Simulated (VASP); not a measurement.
B4Ru:

```
B Ru
1.0
     3.79415    0.00000    0.00000
     0.00000    3.79415    0.00000
     0.00000    0.00000    3.79415
B Ru
4 1
Cartesian
  0.0000 0.0000 0.0000
  1.8971 0.0000 0.0000
  0.0000 1.8971 0.0000
  0.0000 0.0000 1.8971
  1.8971 1.8971 1.8971
```

- Program: VASP 6.6.1
- Task: relaxation of cell and atoms
- Functional: PBE
- Potentials or basis: VASP PAW PBE potentials, release 64 (B, Ru_pv)
- Cutoff: 600 eV
- k mesh: 4 × 4 × 4
- Occupations: gaussian, width 0.1 eV
- Spin: no spin polarisation

At the start: pressure -33.0 GPa; volume 10.92 Å³/atom.

**Question.** Where does the relaxation end?

**Answer.** Over 3 steps the energy falls by 338.5 meV/atom and the volume is 8.32 Å³/atom (-23.8 %); space group Pm-3m (No. 221, to 0.05 Å).

Step by step:
```csv
step,energy change (eV),largest force (eV/Å),pressure (GPa),volume (Å³)
1,0.0000,0.0000,-33.02,54.62
2,-1.5346,0.0000,17.94,38.69
3,-1.6923,0.0000,0.39,41.60
```

Final structure:
```yaml
crystal:
  lattice:
    - [3.46485, 0.00000, 0.00000]
    - [0.00000, 3.46485, 0.00000]
    - [0.00000, 0.00000, 3.46485]
  atoms:
    - { symbol: B, position: [0.00000, 0.00000, 0.00000] }
    - { symbol: B, position: [0.50000, 0.00000, 0.00000] }
    - { symbol: B, position: [0.00000, 0.50000, 0.00000] }
    - { symbol: B, position: [0.00000, 0.00000, 0.50000] }
    - { symbol: Ru, position: [0.50000, 0.50000, 0.50000] }
```

Caveat: the k points lie up to 0.45 Å⁻¹ apart in the final cell; the volume moved by over 15 % at a fixed basis, so the end points are rough.
